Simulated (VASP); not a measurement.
# LiPb2 (P-3m1) in VASP: single point with PBE

Aim: the single point of LiPb2 with PBE.

Program: VASP 6.6.1. These are calculated values, not measurements. Logs are shortened: lines on timing, memory, paths and dates and some standing lists are left out, and cuts for length are marked.

## (1) The cell of the first run

It takes space group P-3m1 (No. 164, trigonal). The conventional cell has a = 3.556 Å, b = 3.556 Å, c = 7.483 Å, α = 90.00°, β = 90.00°, γ = 120.00°. Li (site symmetry -3m) has 6 Pb at 3.14 Å and 6 Li at 3.56 Å within 4.1 Å. Within 4.1 Å of Pb (site symmetry 3m) lie 3 Li at 3.14 Å and 9 Pb at 3.42 to 3.56 Å.

The cell was generated, and may not be a known phase.

## (2) Single point, PBE

INCAR

```
SYSTEM = LiPb2
PREC = Accurate
ENCUT = 520
EDIFF = 1E-7
ISMEAR = 0
SIGMA = 0.1
LREAL = .False.
LASPH = .True.
NELM = 100
ALGO = Fast
ISIF = 2
LWAVE = .False.
LCHARG = .True.
GGA = PE
LELF = .True.
LVHAR = .True.
NBANDS = 22
```

KPOINTS

```
regular mesh
0
Gamma
  18 18 6
  0 0 0
```

POSCAR

```
LiPb2
1.0
    3.5558322980      0.0000000289      0.0000000000
   -1.7779161740      3.0794410873      0.0000000000
    0.0000000000      0.0000000000      7.4831756000
Li Pb
1 2
Direct
    0.0000000000      0.0000000000      0.0000000000
    0.6666666667      0.3333333333      0.6831160000
    0.3333333333      0.6666666667      0.3168840000
```

Potentials or basis: VASP PAW PBE potentials, release 64 (Li_sv, Pb_d).

On the command line:

```bash
> cat potpaw_PBE.64/Li_sv/POTCAR potpaw_PBE.64/Pb_d/POTCAR > POTCAR
> mpirun -np 1 vasp_std > vasp.out
```

OUTCAR:

```text
SYSTEM = LiPb2
   PREC = Accurate
   ENCUT = 520
   EDIFF = 1E-7
   ISMEAR = 0
   LREAL = .False.
   LASPH = .True.
   NELM = 100
   ISIF = 2
   GGA = PE

 ion  position               nearest neighbor table
   1  0.000  0.000  0.000-   2 3.14   3 3.14   2 3.14   3 3.14   2 3.14   3 3.14
   2  0.667  0.333  0.683-   1 3.14   1 3.14   1 3.14   3 3.42   3 3.42   3 3.42
   3  0.333  0.667  0.317-   1 3.14   1 3.14   1 3.14   2 3.42   2 3.42   2 3.42

  LATTYP: Found a hexagonal cell.
 ALAT       =     3.5558322980
 C/A-ratio  =     2.1044793378

  Lattice vectors:

 A1 = (   3.5558322980,   0.0000000289,   0.0000000000)
 A2 = (  -1.7779161740,   3.0794410873,   0.0000000000)
 A3 = (   0.0000000000,   0.0000000000,   7.4831756000)

Analysis of symmetry for initial positions (statically):
=====================================================================
 Subroutine PRICEL returns:
 Original cell was already a primitive cell.

 Routine SETGRP: Setting up the symmetry group for a
 hexagonal supercell.

 Subroutine GETGRP returns: Found 12 space group operations
 (whereof 12 operations were pure point group operations)
 out of a pool of 24 trial point group operations.

The static configuration has the point symmetry D_3d.

Analysis of symmetry for dynamics (positions and initial velocities):
=====================================================================
 Subroutine PRICEL returns:
 Original cell was already a primitive cell.

 Routine SETGRP: Setting up the symmetry group for a
 hexagonal supercell.

 Subroutine GETGRP returns: Found 12 space group operations
 (whereof 12 operations were pure point group operations)
 out of a pool of 24 trial point group operations.

The dynamic configuration has the point symmetry D_3d.

 Subroutine INISYM returns: Found 12 space group operations
 (whereof 12 operations are pure point group operations),
 and found     1 'primitive' translations

----------------------------------------------------------------------------------------

                                     Primitive cell

  volume of cell :      81.9406

  direct lattice vectors                    reciprocal lattice vectors
     3.555832298  0.000000029  0.000000000     0.281228110  0.162367128  0.000000000
    -1.777916174  3.079441087  0.000000000    -0.000000003  0.324734251  0.000000000
     0.000000000  0.000000000  7.483175600     0.000000000  0.000000000  0.133633106

  length of vectors
     3.555832298  3.555832298  7.483175600     0.324734251  0.324734251  0.133633106

  position of ions in fractional coordinates (direct lattice)
     0.000000000  0.000000000  0.000000000
     0.666666667  0.333333333  0.683116000
     0.333333333  0.666666667  0.316884000

  ion indices of the primitive-cell ions
   primitive index   ion index
                 1           1
                 2           2
                 3           3

----------------------------------------------------------------------------------------

 KPOINTS: regular mesh

Automatic generation of k-mesh.
 Grid dimensions read from file:
 generate k-points for:   18   18    6

 Generating k-lattice:

  Cartesian coordinates                     Fractional coordinates (reciprocal lattice)
     0.015623784  0.009020396  0.000000000     0.055555556  0.000000000  0.000000000
    -0.000000000  0.018040792  0.000000000    -0.000000000  0.055555556  0.000000000
     0.000000000  0.000000000  0.022272184     0.000000000  0.000000000  0.166666667

  Length of vectors
     0.018040792  0.018040792  0.022272184

  Shift w.r.t. Gamma in fractional coordinates (k-lattice)
     0.000000000  0.000000000  0.000000000

 Subroutine IBZKPT returns following result:
 ===========================================

 Found    202 irreducible k-points:

 Following reciprocal coordinates:
            Coordinates               Weight
  0.000000  0.000000  0.000000      1.000000
  0.055556 -0.000000  0.000000      6.000000
  0.111111 -0.000000  0.000000      6.000000
  0.166667  0.000000  0.000000      6.000000
  0.222222  0.000000  0.000000      6.000000
  0.277778  0.000000  0.000000      6.000000
[... 16 lines left out ...]
  0.333333  0.111111  0.000000     12.000000
  0.388889  0.111111  0.000000     12.000000
 [... further k-points ...]
   k-points           NKPTS =    202   k-points in BZ     NKDIM =    202   number of bands    NBANDS=     22
   number of dos      NEDOS =    301   number of ions     NIONS =      3
   total plane-waves  NPLWV =  43904
   dimension x,y,z NGX =    28 NGY =   28 NGZ =   56
   dimension x,y,z NGXF=    56 NGYF=   56 NGZF=  112
   ions per type =               1   2
   NGX,Y,Z   is equivalent  to a cutoff of  13.09, 13.09, 12.44 a.u.
   NGXF,Y,Z  is equivalent  to a cutoff of  26.18, 26.18, 24.88 a.u.
 SYSTEM =  LiPb2
   PREC   = accura    normal or accurate (medium, high low for compatibility)
   ISTART =      0    job   : 0-new  1-cont  2-samecut
   ICHARG =      2    charge: 1-file 2-atom 10-const
   ISPIN  =      1    spin polarized calculation?
   LNONCOLLINEAR =      F non collinear calculations
   LSORBIT =      F    spin-orbit coupling
   LASPH  =      T    aspherical Exc in radial PAW
   ENCUT  =  520.0 eV  38.22 Ry    6.18 a.u.   6.61  6.61 13.91*2*pi/ulx,y,z
   NELM   =    100;   NELMIN=  2; NELMDL= -5     # of ELM steps
   EDIFF  = 0.1E-06   stopping-criterion for ELM
   LREAL  =      F    real-space projection
   EDIFFG = 0.1E-05   stopping-criterion for IOM
   NSW    =      0    number of steps for IOM
   IBRION =     -1    ionic relax: 0-MD 1-quasi-New 2-CG
   NFREE  =      0    steps in history (QN), initial steepest desc. (CG)
   ISIF   =      2    stress and relaxation
   ISYM   =      2    0-nonsym 1-usesym 2-fastsym
   POTIM  = 0.5000    time-step for ionic-motion
   TEBEG  =    0.0;   TEEND  =   0.0 temperature during run
   PSTRESS=    0.0 pullay stress
   NELECT =      31.0000    total number of electrons
   NUPDOWN=      -1.0000    fix difference up-down
   EMIN   =  10.00;   EMAX   =-10.00  energy-range for DOS
   EFERMI =   0.00;   METHOD = LEGACY
   ISMEAR =     0;   SIGMA  =   0.10  broadening in eV -4-tet -1-fermi 0-gaus
   EFERMI_NEDOS =   21; number of points for ismear=-14 and -15
   IALGO  =     68    algorithm
   IMIX   =      4    mixing-type and parameters
     AMIX     =   0.40;   BMIX     =  1.00
     AMIX_MAG =   1.60;   BMIX_MAG =  1.00
  volume/ion in A,a.u.               =      27.31       184.32
  Fermi-wavevector in a.u.,A,eV,Ry     =   1.184029  2.237490 19.074345  1.401925
  Thomas-Fermi vector in A             =   2.320252
   LORBIT       =      0    0 simple, 1 ext, 2 COOP (PROOUT), +10 PAW based schemes
   GGA     = PE    functional components
   LHFCALC =     F    Hartree Fock is set to
   AEXX    =    0.0000 exact exchange contribution
   IVDW    =     0    specifies the selected vdW correction
   LEPSILON=     F    determine dielectric tensor
   LRPA    =     F    only Hartree local field effects (RPA)
 non-spin polarized calculation
 RMM-DIIS sequential band-by-band and
 Gauss-broadening in eV      SIGMA  =   0.10
  energy-cutoff  :      520.00
  volume of cell :       81.94
 maximum number of plane-waves:      2247
 NGX is ok and might be reduce to    28
   NGX = 13   NGY = 13   NGZ = 27

 number of electron      30.9999985 magnetization

 Free energy of the ion-electron system (eV)
  ---------------------------------------------------
  ext. energy  EPLUGINS =         0.00000000
  ---------------------------------------------------
  free energy    TOTEN  =        -9.34475983 eV

  energy without entropy =       -9.33872128  energy(sigma->0) =       -9.34174056

 E-fermi :   5.4381     XC(G=0):  -9.3247

 val. band max:        5.4365391209   @ k =   0.1111   0.1111   0.3333
 cond. band min:       5.4450333488   @ k =  -0.0556   0.2222   0.3333
 fundamental gap:      0.0084942279
 Fermi energy:         5.4380676060

 k-point     1 :       0.0000    0.0000    0.0000
  band No.  band energies     occupation
      1     -41.4687      2.00000
      2     -11.5140      2.00000
      3     -11.5032      2.00000
      4     -11.5032      2.00000
      5     -11.5003      2.00000
      6     -11.5003      2.00000
[... 14 lines left out ...]
     21      14.3054      0.00000
     22      14.7335      0.00000

 k-point     2 :       0.0556   -0.0000    0.0000
  band No.  band energies     occupation
      1     -41.4686      2.00000
      2     -11.5193      2.00000
      3     -11.5025      2.00000
      4     -11.4982      2.00000
      5     -11.4953      2.00000
      6     -11.4938      2.00000
[... 14 lines left out ...]
     21      14.2647      0.00000
     22      14.6556      0.00000

 k-point     3 :       0.1111   -0.0000    0.0000
  band No.  band energies     occupation
      1     -41.4684      2.00000
      2     -11.5305      2.00000
      3     -11.5061      2.00000
      4     -11.4844      2.00000
      5     -11.4812      2.00000
      6     -11.4753      2.00000
[... 14 lines left out ...]
     21      13.4701      0.00000
     22      14.1793      0.00000

 k-point     4 :       0.1667    0.0000    0.0000
  band No.  band energies     occupation
      1     -41.4682      2.00000
      2     -11.5460      2.00000
      3     -11.5109      2.00000
      4     -11.4679      2.00000
      5     -11.4667      2.00000
      6     -11.4471      2.00000
[... 14 lines left out ...]
     21      12.5848      0.00000
     22      13.3106      0.00000

 k-point     5 :       0.2222    0.0000    0.0000
  band No.  band energies     occupation
      1     -41.4678      2.00000
      2     -11.5637      2.00000
      3     -11.5180      2.00000
      4     -11.4595      2.00000
      5     -11.4540      2.00000
      6     -11.4388      2.00000
[... 417 lines left out ...]
 k-point    22 :       0.2778    0.1111    0.0000
  band No.  band energies     occupation
      1     -41.4671      2.00000
      2     -11.5750      2.00000
      3     -11.5215      2.00000
      4     -11.4853      2.00000
      5     -11.4656      2.00000
      6     -11.4391      2.00000
[... 14 lines left out ...]
     21      10.9382      0.00000
     22      11.9288      0.00000

 k-point    23 :       0.3333    0.1111    0.0000
  band No.  band energies     occupation
      1     -41.4669      2.00000
      2     -11.5861      2.00000
      3     -11.5259      2.00000
      4     -11.4968      2.00000
      5     -11.4705      2.00000
      6     -11.4485      2.00000
[... 14 lines left out ...]
     21      11.2326      0.00000
     22      11.7412      0.00000

 k-point    24 :       0.3889    0.1111    0.0000
  band No.  band energies     occupation
      1     -41.4667      2.00000
      2     -11.5934      2.00000
      3     -11.5293      2.00000
      4     -11.5061      2.00000
      5     -11.4703      2.00000
      6     -11.4582      2.00000
[... 14 lines left out ...]
     21      11.4095      0.00000
     22      11.8220      0.00000

 [... further k-points ...]

------------------------ aborting loop because EDIFF is reached ----------------------------------------

  FORCE on cell =-STRESS in cart. coord.  units (eV):
  Direction    XX          YY          ZZ          XY          YZ          ZX
  --------------------------------------------------------------------------------------
  -------------------------------------------------------------------------------------
  Total       -0.0401687     -0.0401687     -0.0427836     -0.0000000      0.0000000     -0.0000000
  in kB       -0.7854155     -0.7854155     -0.8365431     -0.0000000      0.0000000     -0.0000000
  external PRESSURE =      -0.8024580 kB  Pullay stress =       0.0000000 kB

 VOLUME and BASIS-vectors are now :
 -----------------------------------------------------------------------------
  energy-cutoff  :      520.00
  volume of cell :       81.94
      direct lattice vectors                 reciprocal lattice vectors
     3.555832298  0.000000029  0.000000000     0.281228110  0.162367128  0.000000000
    -1.777916174  3.079441087  0.000000000    -0.000000003  0.324734251  0.000000000
     0.000000000  0.000000000  7.483175600     0.000000000  0.000000000  0.133633106

 POSITION                                       TOTAL-FORCE (eV/Angst)
 -----------------------------------------------------------------------------------
      0.00000      0.00000      0.00000         0.000000      0.000000      0.000000
      1.77792      1.02648      5.11188        -0.000000     -0.000000     -0.000591
     -0.00000      2.05296      2.37130         0.000000      0.000000      0.000591
 -----------------------------------------------------------------------------------
    total drift:                                0.000000     -0.000000     -0.000000

  FREE ENERGIE OF THE ION-ELECTRON SYSTEM (eV)
  ---------------------------------------------------
  free  energy   TOTEN  =        -9.3447598261 eV

  energy  without entropy=       -9.3387212843  energy(sigma->0) =       -9.34174056
```

Wall time 6.7 min (1 thread of Intel Xeon 6975P-C (Granite Rapids), shared host); peak memory 0.42 GiB.

Results:

* Free energy: -9.3448 eV
* Band gap on the k mesh: zero (an odd number of electrons rules out a gap without spin polarisation)

Levels at points of the mesh, in eV from the Fermi level:
| k point | band 12 | band 13 | band 14 | band 15 | band 16 | band 17 | band 18 | band 19 | band 20 | band 21 |
| --- | --- | --- | --- | --- | --- | --- | --- | --- | --- | --- |
| (0.00, 0.00, 0.00) | -11.05 | -9.06 | -3.83 | 1.90 | 3.81 | 5.58 | 5.58 | 6.52 | 6.52 | 8.87 |
| (0.50, 0.00, 0.00) | -7.97 | -7.16 | -3.30 | -2.60 | -0.81 | 1.26 | 2.25 | 4.44 | 5.49 | 5.66 |
| (0.00, 0.00, 0.50) | -10.99 | -9.27 | -2.61 | -0.95 | 5.58 | 5.58 | 6.58 | 6.58 | 8.00 | 8.24 |
| (0.50, 0.00, 0.50) | -7.89 | -7.23 | -3.58 | -2.81 | 1.07 | 1.11 | 2.52 | 3.30 | 3.76 | 4.33 |

Caveat: the cutoff is under 1.25 times the usual one of these potentials, so pressure, stress and relaxed cells hold a basis-set (Pulay) error; spin-orbit coupling is left out, which moves the levels of the heavy elements.
